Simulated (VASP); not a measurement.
# Hg (P6_3/mmc) in VASP: notebook

The runs below take Hg through single point, with PBEsol.

Everything below comes from runs of VASP 6.6.1. Logs are shortened: lines on timing, memory, paths and dates and some standing lists are left out, and cuts for length are marked.

## 1. The cell of the first run

It takes space group P6_3/mmc (No. 194, hexagonal). The conventional cell has a = 2.709 Å, b = 2.709 Å, c = 4.546 Å, α = 90.00°, β = 90.00°, γ = 120.00°. Hg (site symmetry -6m2) has 12 Hg at 2.71 to 2.76 Å within 3.6 Å.

## 2. Single point, PBEsol

INCAR reads:

```
SYSTEM = Hg
ALGO = Normal ; EDIFF = 1E-7
ENCUT = 520 ; GGA = PS
ISIF = 2 ; ISMEAR = -1
LASPH = .TRUE. ; LCHARG = .FALSE.
LREAL = .FALSE. ; LWAVE = .FALSE.
NBANDS = 19 ; NELM = 60
PREC = Accurate ; SIGMA = 0.08
```

KPOINTS reads:

```
k-points
0
G
  16 16 9
  0 0 0
```

POSCAR reads:

```
Hg
1.0
    2.7092794178      0.0000000000      0.0000000000
   -1.3546397089      2.3463048017      0.0000000000
    0.0000000000      0.0000000000      4.5458265319
Hg
2
Direct
    0.3333333333      0.6666666667      0.2500000000
    0.6666666667      0.3333333333      0.7500000000
```

Potentials or basis: VASP PAW PBE potentials, release 64 (Hg).

The run is started by

```
$ cat potpaw_PBE.64/Hg/POTCAR > POTCAR
$ mpirun -np 1 vasp_std > vasp.out
```

OUTCAR:

```text
SYSTEM = Hg
   EDIFF = 1E-7
   ENCUT = 520
   GGA = PS
   ISIF = 2
   ISMEAR = -1
   LASPH = .TRUE.
   LREAL = .FALSE.
   NELM = 60
   PREC = Accurate

 ion  position               nearest neighbor table
   1  0.333  0.667  0.250-   2 2.76   2 2.76   2 2.76   2 2.76   2 2.76   2 2.76   2 3.87   2 3.87
                             2 3.87   2 3.87   2 3.87   2 3.87
   2  0.667  0.333  0.750-   1 2.76   1 2.76   1 2.76   1 2.76   1 2.76   1 2.76   1 3.87   1 3.87
                             1 3.87   1 3.87   1 3.87   1 3.87

  LATTYP: Found a hexagonal cell.
 ALAT       =     2.7092794178
 C/A-ratio  =     1.6778729067

  Lattice vectors:

 A1 = (   2.7092794178,   0.0000000000,   0.0000000000)
 A2 = (  -1.3546397089,   2.3463048017,   0.0000000000)
 A3 = (   0.0000000000,   0.0000000000,   4.5458265319)

Analysis of symmetry for initial positions (statically):
=====================================================================
 Subroutine PRICEL returns:
 Original cell was already a primitive cell.

 Routine SETGRP: Setting up the symmetry group for a
 hexagonal supercell.

 Subroutine GETGRP returns: Found 24 space group operations
 (whereof 12 operations were pure point group operations)
 out of a pool of 24 trial point group operations.

The static configuration has the point symmetry D_3d.
 The point group associated with its full space group is D_6h.

Analysis of symmetry for dynamics (positions and initial velocities):
=====================================================================
 Subroutine PRICEL returns:
 Original cell was already a primitive cell.

 Routine SETGRP: Setting up the symmetry group for a
 hexagonal supercell.

 Subroutine GETGRP returns: Found 24 space group operations
 (whereof 12 operations were pure point group operations)
 out of a pool of 24 trial point group operations.

The dynamic configuration has the point symmetry D_3d.
 The point group associated with its full space group is D_6h.

 Subroutine INISYM returns: Found 24 space group operations
 (whereof 12 operations are pure point group operations),
 and found     1 'primitive' translations

----------------------------------------------------------------------------------------

                                     Primitive cell

  volume of cell :      28.8969

  direct lattice vectors                    reciprocal lattice vectors
     2.709279418  0.000000000  0.000000000     0.369101833  0.213101043  0.000000000
    -1.354639709  2.346304802  0.000000000     0.000000000  0.426202086  0.000000000
     0.000000000  0.000000000  4.545826532     0.000000000  0.000000000  0.219981997

  length of vectors
     2.709279418  2.709279418  4.545826532     0.426202086  0.426202086  0.219981997

  position of ions in fractional coordinates (direct lattice)
     0.333333333  0.666666667  0.250000000
     0.666666667  0.333333333  0.750000000

  ion indices of the primitive-cell ions
   primitive index   ion index
                 1           1
                 2           2

----------------------------------------------------------------------------------------

 KPOINTS: k-points

Automatic generation of k-mesh.
 Grid dimensions read from file:
 generate k-points for:   16   16    9

 Generating k-lattice:

  Cartesian coordinates                     Fractional coordinates (reciprocal lattice)
     0.023068865  0.013318815  0.000000000     0.062500000  0.000000000  0.000000000
     0.000000000  0.026637630  0.000000000     0.000000000  0.062500000  0.000000000
     0.000000000  0.000000000  0.024442444     0.000000000  0.000000000  0.111111111

  Length of vectors
     0.026637630  0.026637630  0.024442444

  Shift w.r.t. Gamma in fractional coordinates (k-lattice)
     0.000000000  0.000000000  0.000000000

 Subroutine IBZKPT returns following result:
 ===========================================

 Found    150 irreducible k-points:

 Following reciprocal coordinates:
            Coordinates               Weight
  0.000000  0.000000  0.000000      1.000000
  0.062500  0.000000  0.000000      6.000000
  0.125000  0.000000  0.000000      6.000000
  0.187500  0.000000  0.000000      6.000000
  0.250000  0.000000  0.000000      6.000000
  0.312500 -0.000000  0.000000      6.000000
[... 16 lines left out ...]
  0.187500  0.187500  0.000000      6.000000
  0.250000  0.187500  0.000000     12.000000
 [... further k-points ...]
   k-points           NKPTS =    150   k-points in BZ     NKDIM =    150   number of bands    NBANDS=     19
   number of dos      NEDOS =    301   number of ions     NIONS =      2
   total plane-waves  NPLWV =  14400
   dimension x,y,z NGX =    20 NGY =   20 NGZ =   36
   dimension x,y,z NGXF=    40 NGYF=   40 NGZF=   72
   ions per type =               2
   NGX,Y,Z   is equivalent  to a cutoff of  12.27, 12.27, 13.17 a.u.
   NGXF,Y,Z  is equivalent  to a cutoff of  24.54, 24.54, 26.33 a.u.
 SYSTEM =  Hg
   PREC   = accura    normal or accurate (medium, high low for compatibility)
   ISTART =      0    job   : 0-new  1-cont  2-samecut
   ICHARG =      2    charge: 1-file 2-atom 10-const
   ISPIN  =      1    spin polarized calculation?
   LNONCOLLINEAR =      F non collinear calculations
   LSORBIT =      F    spin-orbit coupling
   LASPH  =      T    aspherical Exc in radial PAW
   ENCUT  =  520.0 eV  38.22 Ry    6.18 a.u.   5.04  5.04  8.45*2*pi/ulx,y,z
   NELM   =     60;   NELMIN=  2; NELMDL= -5     # of ELM steps
   EDIFF  = 0.1E-06   stopping-criterion for ELM
   LREAL  =      F    real-space projection
   EDIFFG = 0.1E-05   stopping-criterion for IOM
   NSW    =      0    number of steps for IOM
   IBRION =     -1    ionic relax: 0-MD 1-quasi-New 2-CG
   NFREE  =      0    steps in history (QN), initial steepest desc. (CG)
   ISIF   =      2    stress and relaxation
   ISYM   =      2    0-nonsym 1-usesym 2-fastsym
   POTIM  = 0.5000    time-step for ionic-motion
   TEBEG  =    0.0;   TEEND  =   0.0 temperature during run
   PSTRESS=    0.0 pullay stress
   NELECT =      24.0000    total number of electrons
   NUPDOWN=      -1.0000    fix difference up-down
   EMIN   =  10.00;   EMAX   =-10.00  energy-range for DOS
   EFERMI =   0.00;   METHOD = LEGACY
   ISMEAR =    -1;   SIGMA  =   0.08  broadening in eV -4-tet -1-fermi 0-gaus
   EFERMI_NEDOS =   21; number of points for ismear=-14 and -15
   IALGO  =     38    algorithm
   IMIX   =      4    mixing-type and parameters
     AMIX     =   0.40;   BMIX     =  1.00
     AMIX_MAG =   1.60;   BMIX_MAG =  1.00
  volume/ion in A,a.u.               =      14.45        97.50
  Fermi-wavevector in a.u.,A,eV,Ry     =   1.538845  2.907995 32.219194  2.368044
  Thomas-Fermi vector in A             =   2.645156
   LORBIT       =      0    0 simple, 1 ext, 2 COOP (PROOUT), +10 PAW based schemes
   GGA     = PS    functional components
   LHFCALC =     F    Hartree Fock is set to
   AEXX    =    0.0000 exact exchange contribution
   IVDW    =     0    specifies the selected vdW correction
   LEPSILON=     F    determine dielectric tensor
   LRPA    =     F    only Hartree local field effects (RPA)
 non-spin polarized calculation
  energy-cutoff  :      520.00
  volume of cell :       28.90
 maximum number of plane-waves:       794
   NGX = 11   NGY = 11   NGZ = 17

 number of electron      24.0000005 magnetization

 Free energy of the ion-electron system (eV)
  ---------------------------------------------------
  ext. energy  EPLUGINS =         0.00000000
  ---------------------------------------------------
  free energy    TOTEN  =         2.06750276 eV

  energy without entropy =        2.07469548  energy(sigma->0) =        2.07109912

 E-fermi :   8.9587     XC(G=0): -13.9081

 val. band max:        8.9563630659   @ k =   0.3125   0.2500   0.2222
 cond. band min:       8.9772566864   @ k =   0.2500   0.0625   0.0000
 fundamental gap:      0.0208936205
 Fermi energy:         8.9587238245

 k-point     1 :       0.0000    0.0000    0.0000
  band No.  band energies     occupation
      1      -6.4275      2.00000
      2      -4.2834      2.00000
      3      -1.7180      2.00000
      4      -1.4126      2.00000
      5      -1.4126      2.00000
      6      -1.0648      2.00000
[... 11 lines left out ...]
     18      26.0017      0.00000
     19      29.3184      0.00000

 k-point     2 :       0.0625    0.0000    0.0000
  band No.  band energies     occupation
      1      -6.2859      2.00000
      2      -4.1713      2.00000
      3      -1.7673      2.00000
      4      -1.3692      2.00000
      5      -1.3165      2.00000
      6      -1.1105      2.00000
[... 11 lines left out ...]
     18      25.4912      0.00000
     19      27.6196      0.00000

 k-point     3 :       0.1250    0.0000    0.0000
  band No.  band energies     occupation
      1      -5.8762      2.00000
      2      -3.8682      2.00000
      3      -1.9086      2.00000
      4      -1.3138      2.00000
      5      -1.1171      2.00000
      6      -1.0360      2.00000
[... 11 lines left out ...]
     18      25.6543      0.00000
     19      25.8436      0.00000

 k-point     4 :       0.1875    0.0000    0.0000
  band No.  band energies     occupation
      1      -5.2531      2.00000
      2      -3.5093      2.00000
      3      -2.0175      2.00000
      4      -1.4521      2.00000
      5      -1.3459      2.00000
      6      -0.7870      2.00000
[... 407 lines left out ...]
     18      21.3399      0.00000
     19      22.5871      0.00000

 k-point    23 :       0.1875    0.1875    0.0000
  band No.  band energies     occupation
      1      -3.5202      2.00000
      2      -2.7272      2.00000
      3      -2.4993      2.00000
      4      -2.4743      2.00000
      5      -1.4940      2.00000
      6      -1.3152      2.00000
[... 11 lines left out ...]
     18      22.6875      0.00000
     19      23.3225      0.00000

 k-point    24 :       0.2500    0.1875    0.0000
  band No.  band energies     occupation
      1      -3.1114      2.00000
      2      -2.8416      2.00000
      3      -2.8329      2.00000
      4      -2.0745      2.00000
      5      -1.6101      2.00000
      6      -1.0726      2.00000
[... 11 lines left out ...]
     18      21.5010      0.00000
     19      22.0161      0.00000

 [... further k-points ...]

------------------------ aborting loop because EDIFF is reached ----------------------------------------

  FORCE on cell =-STRESS in cart. coord.  units (eV):
  Direction    XX          YY          ZZ          XY          YZ          ZX
  --------------------------------------------------------------------------------------
  -------------------------------------------------------------------------------------
  Total       18.2191585     18.2191585     18.1766030     -0.0000000     -0.0000000      0.0000000
  in kB     1010.1545188   1010.1545188   1007.7950409     -0.0000000     -0.0000000      0.0000000
  external PRESSURE =    1009.3680262 kB  Pullay stress =       0.0000000 kB

 VOLUME and BASIS-vectors are now :
 -----------------------------------------------------------------------------
  energy-cutoff  :      520.00
  volume of cell :       28.90
      direct lattice vectors                 reciprocal lattice vectors
     2.709279418  0.000000000  0.000000000     0.369101833  0.213101043  0.000000000
    -1.354639709  2.346304802  0.000000000     0.000000000  0.426202086  0.000000000
     0.000000000  0.000000000  4.545826532     0.000000000  0.000000000  0.219981997

 POSITION                                       TOTAL-FORCE (eV/Angst)
 -----------------------------------------------------------------------------------
     -0.00000      1.56420      1.13646        -0.000000     -0.000000      0.000000
      1.35464      0.78210      3.40937         0.000000      0.000000     -0.000000
 -----------------------------------------------------------------------------------
    total drift:                               -0.000000      0.000000     -0.000000

  FREE ENERGIE OF THE ION-ELECTRON SYSTEM (eV)
  ---------------------------------------------------
  free  energy   TOTEN  =         2.0675027631 eV

  energy  without entropy=        2.0746954839  energy(sigma->0) =        2.07109912
```

It took 26 s on 1 thread of Intel Xeon 6975P-C (Granite Rapids), shared host; peak memory 0.19 GiB.

What came out:

| Item | Value |
| --- | --- |
| Free energy | 2.0675 eV |
| Pressure | 100.9 GPa |
| Band gap on the k mesh | zero (bands 12 and 13 overlap by 2.12 eV) |

Stress tensor (GPa, compression positive):
```
101.02   0.00   0.00
  0.00 101.02   0.00
  0.00   0.00 100.78
```

Caveat: the cell stands under pressure; the PAW data sets were made with another functional, which shifts forces and pressure a little; spin-orbit coupling is left out, which moves the levels of the heavy elements.

## 3. Single point, PBEsol

INCAR reads:

```
PREC = Accurate ; ENCUT = 520
EDIFF = 1E-6 ; ISMEAR = -1
SIGMA = 0.08 ; LREAL = False
LASPH = True ; NELM = 100
ALGO = Normal ; ISIF = 2
LWAVE = False ; LCHARG = False
GGA = PS ; NBANDS = 19
```

KPOINTS reads:

```
Automatic mesh
0
Gamma
  16 16 9
```

POSCAR reads:

```
Hg
1.0
    2.7092794178      0.0000000000      0.0000000000
   -1.3546397089      2.3463048018      0.0000000000
    0.0000000000      0.0000000000      4.5458265319
Hg
2
Direct
    0.3333333333      0.6666666667      0.2500000000
    0.6666666667      0.3333333333      0.7500000000
```

Potentials or basis: VASP PAW PBE potentials, release 64 (Hg).

The run is started by

```
$ cat potpaw_PBE.64/Hg/POTCAR > POTCAR
$ mpirun -np 1 vasp_std > vasp.out
```

Run time: 23 s. Hardware: 1 thread of Intel Xeon 6975P-C (Granite Rapids), shared host; peak memory 0.19 GiB.

Results (log left out):

```
Free energy            : 2.0675 eV
Pressure               : 100.9 GPa
Band gap on the k mesh : zero (bands 12 and 13 overlap by 2.12 eV)
```

Stress tensor (GPa, compression positive):
```
101.00   0.00   0.00
  0.00 101.00   0.00
  0.00   0.00 100.77
```

Levels at points of the mesh, in eV from the Fermi level:
```
           k point  band 9  band 10  band 11  band 12  band 13  band 14  band 15  band 16
(0.00, 0.00, 0.00)   -9.24    -7.68    -7.68    -5.61    -1.37    12.73    14.17    15.39
(0.50, 0.00, 0.00)   -7.32    -7.11    -4.23    -2.75     2.36     3.87     4.37     7.62
```

Caveat: the cell stands under pressure; the PAW data sets were made with another functional, which shifts forces and pressure a little; spin-orbit coupling is left out, which moves the levels of the heavy elements.
